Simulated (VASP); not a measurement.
Here is a VASP 6.6.1 calculation.

INCAR

```
PREC     = Accurate       # precision mode
ENCUT    = 600            # plane-wave cutoff, eV
EDIFF    = 1E-6           # SCF threshold, eV
ISMEAR   = 0              # smearing method
SIGMA    = 0.1            # smearing width, eV
LREAL    = False          # projectors in reciprocal space
LASPH    = True           # aspherical terms in the spheres
NELM     = 120            # most SCF steps
ALGO     = Normal         # electronic algorithm
ISIF     = 2              # what is computed and relaxed
LWAVE    = False          # write WAVECAR
LCHARG   = True           # write CHGCAR
GGA      = PE             # functional
LELF     = True           # ELF
LVHAR    = True         
NBANDS   = 9              # bands
GGA_COMPAT= False
```

The input KPOINTS:

```
regular mesh
0
Gamma
  6 6 4
```

POSCAR

```
Mg
1.0
    3.1720232863      0.0000000000      0.0000000000
   -1.5860116431      2.7470527473      0.0000000000
    0.0000000000      0.0000000000      5.1412049000
Mg
2
Direct
    0.3333333300      0.6666666700      0.2500000000
    0.6666666700      0.3333333300      0.7500000000
```

Potentials or basis: VASP PAW PBE potentials, release 64 (Mg).

Launch:

```console
$ cat potpaw_PBE.64/Mg/POTCAR > POTCAR
$ mpirun -np 1 vasp_std > vasp.out
```

(1) What does it give for the band gap on the k mesh?

(2) Estimate the pressure.

Results:

(1) zero (bands 2 and 3 overlap by 1.54 eV).

(2) 0.9 GPa.

Caveat: the k points lie up to 0.38 Å⁻¹ apart, too coarse for converged energies and pressures of a metal.
